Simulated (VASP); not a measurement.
## MgS: single point with PBE

Crystal: MgS.

```
CELL_PARAMETERS angstrom
0.00000 2.71764 2.71764
2.71764 0.00000 2.71764
2.71764 2.71764 0.00000
ATOMIC_POSITIONS crystal
Mg 0.00000 0.00000 0.00000
S 0.25000 0.25000 0.25000
```

This cell differs from its parent crystal: strain -4.0%.

```
Program                : VASP 6.6.1
Task                   : single point
Functional             : PBE
Potentials or basis    : VASP PAW PBE potentials, release 64 (Mg, S)
Cutoff                 : 520 eV
k mesh                 : 4 × 4 × 4
Occupations            : gaussian, width 0.01 eV
Spin                   : no spin polarisation
Dipole correction      : no
Further INCAR settings : ALGO = Normal; EDIFF = 1e-07; NBANDS = 11
```

```yaml
Pressure: 10.4 GPa
Band_gap_on_the_k_mesh: 3.75 eV, indirect (least direct gap 4.09 eV)
```

Levels at points of the mesh, in eV from the valence-band top:
| k point | band 1 | band 2 | band 3 | band 4 | band 5 | band 6 | band 7 | band 8 |
| --- | --- | --- | --- | --- | --- | --- | --- | --- |
| (0.00, 0.00, 0.00) | -11.71 | 0.00 | 0.00 | 0.00 | 4.09 | 8.25 | 8.25 | 8.25 |
| (0.50, 0.00, 0.00) | -10.82 | -3.57 | -0.36 | -0.36 | 5.55 | 7.79 | 7.79 | 9.19 |
| (0.50, 0.50, 0.00) | -10.54 | -3.18 | -1.18 | -1.18 | 3.75 | 5.78 | 12.41 | 13.30 |

It took 7 s on 1 thread of Intel(R) Xeon(R) Platinum 8488C (Sapphire Rapids), on a shared host, peak memory 0.16 GiB.

Caveat: the k points lie up to 0.50 Å⁻¹ apart; the cell differs from its parent crystal (strain -4.0%). A k mesh can miss the band edges.
